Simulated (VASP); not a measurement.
# AlNi: single point with PBEsol

AlNi:

```xyz
2
Lattice="2.8625 0.0000 0.0000 0.0000 2.8625 0.0000 0.0000 0.0000 2.8625" Properties=species:S:1:pos:R:3 pbc="T T T"
Al    0.0000    0.0000    0.0000
Ni    1.4313    1.4313    1.4313
```

| Item | Value |
| --- | --- |
| Program | VASP 6.6.1 |
| Task | single point |
| Functional | PBEsol |
| Potentials or basis | VASP PAW PBE potentials, release 64 (Al, Ni) |
| Cutoff | 520 eV |
| k mesh | 14 × 14 × 14 |
| Occupations | fermi-dirac, width 0.1 eV |
| Spin | no spin polarisation |
| Dipole correction | no |
| Further INCAR settings | ALGO = Normal; EDIFF = 1e-06; NBANDS = 14 |

```yaml
Pressure: 0.2 GPa
```

Levels at points of the mesh, in eV from the Fermi level:
```csv
k point,band 4,band 5,band 6,band 7,band 8,band 9,band 10,band 11
"(0.00, 0.00, 0.00)",-1.58,-1.58,-1.58,5.58,5.58,5.58,8.21,8.21
"(0.50, 0.00, 0.00)",-2.31,-2.31,-1.49,-0.66,8.33,10.09,10.09,11.10
"(0.50, 0.50, 0.00)",-2.93,-2.13,-2.13,-1.04,1.50,2.59,12.51,15.29
"(0.50, 0.50, 0.50)",-1.01,-1.01,1.97,1.97,1.97,3.90,4.56,4.56
```

Wall time 11 s on 1 thread of Intel(R) Xeon(R) 6975P-C (Granite Rapids) (shared host), peak memory 0.16 GiB.

Caveat: the PAW data sets were made with another functional, which shifts forces and pressure a little. Spin polarisation is off, so any magnetic state and its effect on volume and gap are missing.
